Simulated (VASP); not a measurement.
# KI in VASP: further runs, part 3 of 3

VASP 6.6.1. Earlier steps stand in the parts before.

### 5 Single point, PBEsol (zz strain of -2 %)

The input, INCAR:

```
PREC = Accurate
ENCUT = 520
EDIFF = 1E-6
ISMEAR = -1
SIGMA = 0.01
LREAL = F
LASPH = T
NELM = 100
ALGO = Normal
ISIF = 2
LWAVE = F
LCHARG = F
GGA = PS
NBANDS = 15
```

The input, KPOINTS:

```
regular mesh
0
Gamma
  8 8 8
```

The input, POSCAR:

```
KI
1.0
    0.0000000000      3.5245500000      3.4540590000
    3.5245500000      0.0000000000      3.4540590000
    3.5245500000      3.5245500000      0.0000000000
K I
1 1
Direct
    0.0000000000      0.0000000000      0.0000000000
    0.5000000000      0.5000000000      0.5000000000
```

Potentials or basis: VASP PAW PBE potentials, release 64 (K_sv, I).

The run is started by

```console
$ cat potpaw_PBE.64/K_sv/POTCAR potpaw_PBE.64/I/POTCAR > POTCAR
$ mpirun -np 1 vasp_std > vasp.out
```

OUTCAR:

```text
PREC = Accurate
   ENCUT = 520
   EDIFF = 1E-6
   ISMEAR = -1
   LREAL = F
   LASPH = T
   NELM = 100
   ISIF = 2
   GGA = PS

 ion  position               nearest neighbor table
   1  0.000  0.000  0.000-   2 3.45   2 3.45   2 3.52   2 3.52   2 3.52   2 3.52
   2  0.500  0.500  0.500-   1 3.45   1 3.45   1 3.52   1 3.52   1 3.52   1 3.52

  LATTYP: Found a body centered tetragonal cell.
 ALAT       =     4.9844664113
 C/A-ratio  =     1.3859292911

  Lattice vectors:

 A1 = (   0.0000000000,  -3.5245500000,  -3.4540590000)
 A2 = (   0.0000000000,   3.5245500000,  -3.4540590000)
 A3 = (   3.5245500000,   0.0000000000,   3.4540590000)

Analysis of symmetry for initial positions (statically):
=====================================================================
 Subroutine PRICEL returns:
 Original cell was already a primitive cell.

 Routine SETGRP: Setting up the symmetry group for a
 body centered tetragonal supercell.

 Subroutine GETGRP returns: Found 16 space group operations
 (whereof 16 operations were pure point group operations)
 out of a pool of 16 trial point group operations.

The static configuration has the point symmetry D_4h.

Analysis of symmetry for dynamics (positions and initial velocities):
=====================================================================
 Subroutine PRICEL returns:
 Original cell was already a primitive cell.

 Routine SETGRP: Setting up the symmetry group for a
 body centered tetragonal supercell.

 Subroutine GETGRP returns: Found 16 space group operations
 (whereof 16 operations were pure point group operations)
 out of a pool of 16 trial point group operations.

The dynamic configuration has the point symmetry D_4h.

 Subroutine INISYM returns: Found 16 space group operations
 (whereof 16 operations are pure point group operations),
 and found     1 'primitive' translations

----------------------------------------------------------------------------------------
[... 111 lines left out ...]
   IMIX   =      4    mixing-type and parameters
     AMIX     =   0.40;   BMIX     =  1.00
     AMIX_MAG =   1.60;   BMIX_MAG =  1.00
  volume/ion in A,a.u.               =      42.91       289.56
  Fermi-wavevector in a.u.,A,eV,Ry     =   0.935246  1.767358 11.900809  0.874685
  Thomas-Fermi vector in A             =   2.062134
   LORBIT       =      0    0 simple, 1 ext, 2 COOP (PROOUT), +10 PAW based schemes
   GGA     = PS    functional components
[... 5 lines left out ...]
 non-spin polarized calculation
  energy-cutoff  :      520.00
  volume of cell :       85.82
 maximum number of plane-waves:      2333
 NGX is ok and might be reduce to    40
   NGX = 19   NGY = 19   NGZ = 19

 number of electron      15.9999999 magnetization

 Free energy of the ion-electron system (eV)
  ---------------------------------------------------
  ext. energy  EPLUGINS =         0.00000000
  ---------------------------------------------------
  free energy    TOTEN  =        -5.81389279 eV

  energy without entropy =       -5.81389279  energy(sigma->0) =       -5.81389279

 E-fermi :  -0.0994     XC(G=0):  -7.4532

 val. band max:       -0.3619522342   @ k =   0.0000   0.0000   0.0000
 cond. band min:       3.5040619690   @ k =   0.0000   0.0000   0.0000
 fundamental gap:      3.8660142032
 Fermi energy:        -0.0993971084

 k-point     1 :       0.0000    0.0000    0.0000
  band No.  band energies     occupation
      1     -28.6459      2.00000
      2     -12.2045      2.00000
      3     -12.2016      2.00000
      4     -12.2016      2.00000
      5     -10.9469      2.00000
      6      -0.3688      2.00000
      7      -0.3688      2.00000
      8      -0.3620      2.00000
      9       3.5041      0.00000
     10       6.0044      0.00000
     11       6.0044      0.00000
     12       6.1316      0.00000
     13       6.7637      0.00000
     14       6.8500      0.00000
[... 401 lines left out ...]
      2     -12.3372      2.00000
      3     -12.2092      2.00000
      4     -12.2079      2.00000
      5     -10.7024      2.00000
      6      -1.4672      2.00000
      7      -0.7225      2.00000
      8      -0.6563      2.00000
      9       5.0523      0.00000
     10       6.0967      0.00000
     11       7.2406      0.00000
     12       7.3860      0.00000
     13       7.9451      0.00000
     14       8.0491      0.00000
     15       9.5751      0.00000

 [... further k-points ...]
[... 5 lines left out ...]
  --------------------------------------------------------------------------------------
  -------------------------------------------------------------------------------------
  Total       -0.0543691     -0.0543691      0.2497548      0.0000000      0.0000000     -0.0000000
  in kB       -1.0150687     -1.0150687      4.6629134      0.0000000      0.0000000     -0.0000000
  external PRESSURE =       0.8775920 kB  Pullay stress =       0.0000000 kB

 VOLUME and BASIS-vectors are now :
 -----------------------------------------------------------------------------
  energy-cutoff  :      520.00
  volume of cell :       85.82
      direct lattice vectors                 reciprocal lattice vectors
     0.000000000  3.524550000  3.454059000    -0.141862082  0.141862082  0.144757226
     3.524550000  0.000000000  3.454059000     0.141862082 -0.141862082  0.144757226
     3.524550000  3.524550000  0.000000000     0.141862082  0.141862082 -0.144757226

 POSITION                                       TOTAL-FORCE (eV/Angst)
 -----------------------------------------------------------------------------------
      0.00000      0.00000      0.00000        -0.000000      0.000000     -0.000000
      3.52455      3.52455      3.45406         0.000000      0.000000      0.000000
 -----------------------------------------------------------------------------------
    total drift:                                0.000000     -0.000000     -0.000000

  FREE ENERGIE OF THE ION-ELECTRON SYSTEM (eV)
  ---------------------------------------------------
  free  energy   TOTEN  =        -5.8138927881 eV

  energy  without entropy=       -5.8138927881  energy(sigma->0) =       -5.81389279
```

stdout:

```text
POSCAR found type information on POSCAR K I
 POSCAR found :  2 types and       2 ions
 scaLAPACK will be used
 -----------------------------------------------------------------------------
|                                                                             |
|                                                                             |
|     You enforced a specific xc type in the INCAR file but a different       |
|     I HOPE YOU KNOW WHAT YOU ARE DOING!                                     |
|                                                                             |
 -----------------------------------------------------------------------------

 LDA part: xc-table for (Slater+PW92), standard interpolation
 POSCAR, INCAR and KPOINTS ok, starting setup
 FFT: planning ... GRIDC
 FFT: planning ... GRID_SOFT
 FFT: planning ... GRID
 WAVECAR not read
 entering main loop
```

Wall time 65 s (1 thread of Intel Xeon Platinum 8259CL at 2.50GHz (Skylake/Cascade Lake), shared host); peak memory 0.27 GiB.

Results:

- Free energy: -5.8139 eV
- Pressure: 0.1 GPa
- Band gap on the k mesh: 3.87 eV, direct

Stress tensor (GPa, compression positive):
```
-0.10  0.00  0.00
 0.00 -0.10  0.00
 0.00  0.00  0.47
```

Levels at points of the mesh, in eV from the valence-band top:
| k point | band 5 | band 6 | band 7 | band 8 | band 9 | band 10 | band 11 | band 12 |
| --- | --- | --- | --- | --- | --- | --- | --- | --- |
| (0.00, 0.00, 0.00) | -10.58 | -0.01 | -0.01 | 0.00 | 3.87 | 6.37 | 6.37 | 6.49 |
| (0.50, 0.00, 0.00) | -10.25 | -1.42 | -0.38 | -0.37 | 5.40 | 7.68 | 8.04 | 8.20 |
| (0.50, 0.50, 0.00) | -10.42 | -1.05 | -0.42 | -0.42 | 4.76 | 5.73 | 8.13 | 8.76 |
| (0.50, 0.00, 0.50) | -10.43 | -1.08 | -0.39 | -0.37 | 4.78 | 5.73 | 8.08 | 8.75 |

Caveat: the cell differs from its parent crystal (zz strain of -2 %); the PAW data sets were made with another functional, which shifts forces and pressure a little; spin-orbit coupling is left out, which moves the levels of the heavy elements.

### 6 Overview

```csv
cell,gap on the mesh (eV),pressure (GPa)
"a = 5.017 Å, angles 60.0°, 2 atoms",3.79,-0.4
"a = 5.082 Å, angles 60.0°, 2 atoms",3.71,-0.7
"a = 4.935, b = 4.935, c = 4.885 Å, angles 60.3, 60.3, 59.3°, 2 atoms",3.91,0.3
"a = 4.935, b = 4.935, c = 4.984 Å, angles 59.7, 59.7, 60.7°, 2 atoms",3.87,0.1
```

Alike in all rows: task single point; level PBEsol; potentials or basis VASP PAW PBE potentials, release 64 (K_sv, I); no spin polarisation; k mesh 8 × 8 × 8; cutoff (eV) 520; smearing fermi-dirac 0.01 eV.

Caveats: the PAW data sets were made with another functional, which shifts forces and pressure a little; spin-orbit coupling is left out, which moves the levels of the heavy elements.

Absolute energies hang on the potentials; compare differences alone.
